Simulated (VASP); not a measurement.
# HfN (Fm-3m) in VASP: settings compared

Aim: see how the results for HfN move with the level of theory and the settings. Levels: LDA, PBEsol. Tasks: electric field gradients.

All numbers are computed with VASP 6.6.1; they aren't measurements. Logs are shortened: lines on timing, memory, paths and dates and some standing lists are left out, and cuts for length are marked.

## (1) The cell of the first run

The structure is cubic, space group Fm-3m (No. 225). Conventional cell: a = 4.518 Å, b = 4.518 Å, c = 4.518 Å, α = 90.00°, β = 90.00°, γ = 90.00°. Hf (site symmetry m-3m) has 6 N at 2.26 Å within 3.0 Å. N (site symmetry m-3m) has 6 Hf at 2.26 Å within 3.0 Å.

## (2) Electric field gradients, LDA

The input, INCAR:

```
  PREC = Accurate
  ENCUT = 520
  EDIFF = 1E-8
  ISMEAR = -1
  SIGMA = 0.05
  LREAL = False
  LASPH = True
  NELM = 80
  ALGO = Normal
  ISIF = 2
  LWAVE = False
  LCHARG = False
  GGA = CA
  LEFG = True
  NBANDS = 14
```

The input, KPOINTS:

```
Automatic mesh
0
Gamma
  18 18 18
```

The input, POSCAR:

```
HfN
1.0
    0.0000000000      2.2590000000      2.2590000000
    2.2590000000      0.0000000000      2.2590000000
    2.2590000000      2.2590000000      0.0000000000
Hf N
1 1
Direct
    0.0000000000      0.0000000000      0.0000000000
    0.5000000000      0.5000000000      0.5000000000
```

Potentials or basis: VASP PAW LDA potentials, release 64 (Hf_pv, N).

Command:

```
$ cat potpaw_LDA.64/Hf_pv/POTCAR potpaw_LDA.64/N/POTCAR > POTCAR
$ mpirun -np 1 vasp_std > vasp.out
```

OUTCAR:

```text
PREC = Accurate
   ENCUT = 520
   EDIFF = 1E-8
   ISMEAR = -1
   LREAL = False
   LASPH = True
   NELM = 80
   ISIF = 2
   GGA = CA

 ion  position               nearest neighbor table
   1  0.000  0.000  0.000-   2 2.26   2 2.26   2 2.26   2 2.26   2 2.26   2 2.26
   2  0.500  0.500  0.500-   1 2.26   1 2.26   1 2.26   1 2.26   1 2.26   1 2.26

  LATTYP: Found a face centered cubic cell.
 ALAT       =     4.5180000000

  Lattice vectors:

 A1 = (   0.0000000000,   2.2590000000,   2.2590000000)
 A2 = (   2.2590000000,   0.0000000000,   2.2590000000)
 A3 = (   2.2590000000,   2.2590000000,   0.0000000000)

Analysis of symmetry for initial positions (statically):
=====================================================================
 Subroutine PRICEL returns:
 Original cell was already a primitive cell.

 Routine SETGRP: Setting up the symmetry group for a
 face centered cubic supercell.

 Subroutine GETGRP returns: Found 48 space group operations
 (whereof 48 operations were pure point group operations)
 out of a pool of 48 trial point group operations.

The static configuration has the point symmetry O_h .

Analysis of symmetry for dynamics (positions and initial velocities):
=====================================================================
 Subroutine PRICEL returns:
 Original cell was already a primitive cell.

 Routine SETGRP: Setting up the symmetry group for a
 face centered cubic supercell.

 Subroutine GETGRP returns: Found 48 space group operations
 (whereof 48 operations were pure point group operations)
 out of a pool of 48 trial point group operations.

The dynamic configuration has the point symmetry O_h .

 Subroutine INISYM returns: Found 48 space group operations
 (whereof 48 operations are pure point group operations),
 and found     1 'primitive' translations

----------------------------------------------------------------------------------------

                                     Primitive cell

  volume of cell :      23.0557

  direct lattice vectors                    reciprocal lattice vectors
     0.000000000  2.259000000  2.259000000    -0.221336875  0.221336875  0.221336875
     2.259000000  0.000000000  2.259000000     0.221336875 -0.221336875  0.221336875
     2.259000000  2.259000000  0.000000000     0.221336875  0.221336875 -0.221336875

  length of vectors
     3.194708437  3.194708437  3.194708437     0.383366713  0.383366713  0.383366713

  position of ions in fractional coordinates (direct lattice)
     0.000000000  0.000000000  0.000000000
     0.500000000  0.500000000  0.500000000

  ion indices of the primitive-cell ions
   primitive index   ion index
                 1           1
                 2           2

----------------------------------------------------------------------------------------

 KPOINTS: Automatic mesh

Automatic generation of k-mesh.
 Grid dimensions read from file:
 generate k-points for:   18   18   18

 Generating k-lattice:

  Cartesian coordinates                     Fractional coordinates (reciprocal lattice)
    -0.012296493  0.012296493  0.012296493     0.055555556  0.000000000  0.000000000
     0.012296493 -0.012296493  0.012296493     0.000000000  0.055555556  0.000000000
     0.012296493  0.012296493 -0.012296493     0.000000000  0.000000000  0.055555556

  Length of vectors
     0.021298151  0.021298151  0.021298151

  Shift w.r.t. Gamma in fractional coordinates (k-lattice)
     0.000000000  0.000000000  0.000000000

 Subroutine IBZKPT returns following result:
 ===========================================

 Found    195 irreducible k-points:

 Following reciprocal coordinates:
            Coordinates               Weight
  0.000000  0.000000  0.000000      1.000000
  0.055556  0.000000  0.000000      8.000000
  0.111111  0.000000  0.000000      8.000000
  0.166667  0.000000  0.000000      8.000000
  0.222222  0.000000  0.000000      8.000000
  0.277778  0.000000  0.000000      8.000000
[... 16 lines left out ...]
 -0.277778  0.055556  0.000000     24.000000
 -0.222222  0.055556  0.000000     24.000000
 [... further k-points ...]
   k-points           NKPTS =    195   k-points in BZ     NKDIM =    195   number of bands    NBANDS=     14
   number of dos      NEDOS =    301   number of ions     NIONS =      2
   total plane-waves  NPLWV =  13824
   dimension x,y,z NGX =    24 NGY =   24 NGZ =   24
   dimension x,y,z NGXF=    48 NGYF=   48 NGZF=   48
   ions per type =               1   1
   NGX,Y,Z   is equivalent  to a cutoff of  12.49, 12.49, 12.49 a.u.
   NGXF,Y,Z  is equivalent  to a cutoff of  24.98, 24.98, 24.98 a.u.
 SYSTEM =  unknown system
   PREC   = accura    normal or accurate (medium, high low for compatibility)
   ISTART =      0    job   : 0-new  1-cont  2-samecut
   ICHARG =      2    charge: 1-file 2-atom 10-const
   ISPIN  =      1    spin polarized calculation?
   LNONCOLLINEAR =      F non collinear calculations
   LSORBIT =      F    spin-orbit coupling
   LASPH  =      T    aspherical Exc in radial PAW
   ENCUT  =  520.0 eV  38.22 Ry    6.18 a.u.   5.94  5.94  5.94*2*pi/ulx,y,z
   NELM   =     80;   NELMIN=  2; NELMDL= -5     # of ELM steps
   EDIFF  = 0.1E-07   stopping-criterion for ELM
   LREAL  =      F    real-space projection
   EDIFFG = 0.1E-06   stopping-criterion for IOM
   NSW    =      0    number of steps for IOM
   IBRION =     -1    ionic relax: 0-MD 1-quasi-New 2-CG
   NFREE  =      0    steps in history (QN), initial steepest desc. (CG)
   ISIF   =      2    stress and relaxation
   ISYM   =      2    0-nonsym 1-usesym 2-fastsym
   POTIM  = 0.5000    time-step for ionic-motion
   TEBEG  =    0.0;   TEEND  =   0.0 temperature during run
   PSTRESS=    0.0 pullay stress
   NELECT =      15.0000    total number of electrons
   NUPDOWN=      -1.0000    fix difference up-down
   EMIN   =  10.00;   EMAX   =-10.00  energy-range for DOS
   EFERMI =   0.00;   METHOD = LEGACY
   ISMEAR =    -1;   SIGMA  =   0.05  broadening in eV -4-tet -1-fermi 0-gaus
   EFERMI_NEDOS =   21; number of points for ismear=-14 and -15
   IALGO  =     38    algorithm
   IMIX   =      4    mixing-type and parameters
     AMIX     =   0.40;   BMIX     =  1.00
     AMIX_MAG =   1.60;   BMIX_MAG =  1.00
  volume/ion in A,a.u.               =      11.53        77.79
  Fermi-wavevector in a.u.,A,eV,Ry     =   1.418553  2.680677 27.378918  2.012294
  Thomas-Fermi vector in A             =   2.539667
   LORBIT       =      0    0 simple, 1 ext, 2 COOP (PROOUT), +10 PAW based schemes
   GGA     = CA    functional components
   LHFCALC =     F    Hartree Fock is set to
   AEXX    =    0.0000 exact exchange contribution
   IVDW    =     0    specifies the selected vdW correction
   LEPSILON=     F    determine dielectric tensor
   LRPA    =     F    only Hartree local field effects (RPA)
 non-spin polarized calculation
  energy-cutoff  :      520.00
  volume of cell :       23.06
 maximum number of plane-waves:       636
   NGX = 11   NGY = 11   NGZ = 11

 number of electron      14.9999998 magnetization

 Free energy of the ion-electron system (eV)
  ---------------------------------------------------
  ext. energy  EPLUGINS =         0.00000000
  ---------------------------------------------------
  free energy    TOTEN  =       -23.84322151 eV

  energy without entropy =      -23.83794604  energy(sigma->0) =      -23.84058377

 E-fermi :   8.1793     XC(G=0): -12.9799

 val. band max:        8.1718274678   @ k =  -0.1111   0.0556   0.0000
 cond. band min:       8.1996734692   @ k =   0.1111   0.0000   0.0000
 fundamental gap:      0.0278460014
 Fermi energy:         8.1793444346

 k-point     1 :       0.0000    0.0000    0.0000
  band No.  band energies     occupation
      1     -22.7428      2.00000
      2     -22.7428      2.00000
      3     -22.7428      2.00000
      4      -9.0390      2.00000
      5       5.2432      2.00000
      6       5.2432      2.00000
      7       5.2432      2.00000
      8       7.8022      1.99894
      9       7.8022      1.99894
     10       7.8022      1.99894
     11      10.1006      0.00000
     12      10.1006      0.00000
     13      10.1810      0.00000
     14      17.8450      0.00000

 k-point     2 :       0.0556    0.0000    0.0000
  band No.  band energies     occupation
      1     -22.7755      2.00000
      2     -22.7455      2.00000
      3     -22.7455      2.00000
      4      -8.9656      2.00000
      5       4.9158      2.00000
      6       5.0482      2.00000
      7       5.0482      2.00000
      8       7.9024      1.99217
      9       7.9111      1.99069
     10       7.9111      1.99069
     11      10.3485      0.00000
     12      10.3485      0.00000
     13      10.4065      0.00000
     14      18.0876      0.00000

 k-point     3 :       0.1111    0.0000    0.0000
  band No.  band energies     occupation
      1     -22.8684      2.00000
      2     -22.7533      2.00000
      3     -22.7533      2.00000
      4      -8.7526      2.00000
      5       4.1516      2.00000
      6       4.5798      2.00000
      7       4.5798      2.00000
      8       8.0865      1.72990
      9       8.1997      0.79946
     10       8.1997      0.79946
     11      11.0006      0.00000
     12      11.0071      0.00000
     13      11.0071      0.00000
     14      18.7740      0.00000
[... 324 lines left out ...]
 k-point    23 :      -0.2778    0.0556    0.0000
  band No.  band energies     occupation
      1     -23.3919      2.00000
      2     -22.8345      2.00000
      3     -22.7886      2.00000
      4      -7.3577      2.00000
      5       1.0724      2.00000
      6       2.6930      2.00000
      7       3.0102      2.00000
      8       9.0321      0.00000
      9       9.7479      0.00000
     10      10.6564      0.00000
     11      13.0711      0.00000
     12      14.2431      0.00000
     13      14.9396      0.00000
     14      19.5293      0.00000

 k-point    24 :      -0.2222    0.0556    0.0000
  band No.  band energies     occupation
      1     -23.2307      2.00000
      2     -22.8184      2.00000
      3     -22.7724      2.00000
      4      -7.8165      2.00000
      5       1.8855      2.00000
      6       3.1128      2.00000
      7       3.4917      2.00000
      8       8.6111      0.00036
      9       9.1061      0.00000
     10       9.9764      0.00000
     11      12.2156      0.00000
     12      13.4577      0.00000
     13      13.8999      0.00000
     14      19.5347      0.00000

 [... further k-points ...]
[... 5 lines left out ...]
  --------------------------------------------------------------------------------------
  -------------------------------------------------------------------------------------
  Total       -1.5267447     -1.5267447     -1.5267447      0.0000000      0.0000000      0.0000000
  in kB     -106.0958335   -106.0958335   -106.0958335      0.0000000      0.0000000      0.0000000
  external PRESSURE =    -106.0958335 kB  Pullay stress =       0.0000000 kB

 VOLUME and BASIS-vectors are now :
 -----------------------------------------------------------------------------
  energy-cutoff  :      520.00
  volume of cell :       23.06
      direct lattice vectors                 reciprocal lattice vectors
     0.000000000  2.259000000  2.259000000    -0.221336875  0.221336875  0.221336875
     2.259000000  0.000000000  2.259000000     0.221336875 -0.221336875  0.221336875
     2.259000000  2.259000000  0.000000000     0.221336875  0.221336875 -0.221336875

 POSITION                                       TOTAL-FORCE (eV/Angst)
 -----------------------------------------------------------------------------------
      0.00000      0.00000      0.00000         0.000000      0.000000     -0.000000
      2.25900      2.25900      2.25900        -0.000000     -0.000000      0.000000
 -----------------------------------------------------------------------------------
    total drift:                                0.000000     -0.000000     -0.000000

  FREE ENERGIE OF THE ION-ELECTRON SYSTEM (eV)
  ---------------------------------------------------
  free  energy   TOTEN  =       -23.8432215057 eV

  energy  without entropy=      -23.8379460356  energy(sigma->0) =      -23.84058377

 Electric field gradients (V/A^2)
---------------------------------------------------------------------
 ion       V_xx      V_yy      V_zz      V_xy      V_xz      V_yz
---------------------------------------------------------------------
   1       0.000     0.000    -0.000    -0.000    -0.000    -0.000
   2       0.000     0.000    -0.000    -0.000    -0.000    -0.000
---------------------------------------------------------------------

 Electric field gradients after diagonalization (V/A^2)
 (convention: |V_zz| > |V_xx| > |V_yy|)
----------------------------------------------------------------------
 ion       V_xx      V_yy      V_zz     asymmetry (V_yy - V_xx)/ V_zz
----------------------------------------------------------------------
   1       0.000     0.000    -0.001       0.000
   2       0.000     0.000    -0.001       0.000
----------------------------------------------------------------------

           NMR quadrupolar parameters

 Cq : quadrupolar parameter    Cq=e*Q*V_zz/h
 eta: asymmetry parameters     (V_yy - V_xx)/ V_zz
 Q  : nuclear electric quadrupole moment in mb (millibarn)
----------------------------------------------------------------------
 ion       Cq(MHz)       eta       Q (mb)
----------------------------------------------------------------------
   1      -0.000       0.000       1.000
   2      -0.000       0.000       1.000
----------------------------------------------------------------------
```

It took 15 s on 1 thread of Intel Xeon 6975P-C (Granite Rapids), shared host; peak memory 0.18 GiB.

What came out:

```yaml
Free_energy: -23.8432 eV
Pressure: -10.6 GPa
```

Levels at points of the mesh, in eV from the Fermi level:
```
           k point  band 6  band 7  band 8  band 9  band 10  band 11
(0.00, 0.00, 0.00)   -2.94   -2.94   -0.38   -0.38    -0.38     1.92
(0.50, 0.00, 0.00)   -6.14   -6.14    3.29    3.68     3.68     4.57
(0.50, 0.50, 0.00)   -3.81   -3.59   -3.59    4.06     5.50     5.50
```

Caveat: without QUAD_EFG the Cq values of the log hold for a quadrupole moment of 1 mb, not for the nuclei; spin-orbit coupling is left out, which moves the levels of the heavy elements.

(Part 1 of 2 ends here.)
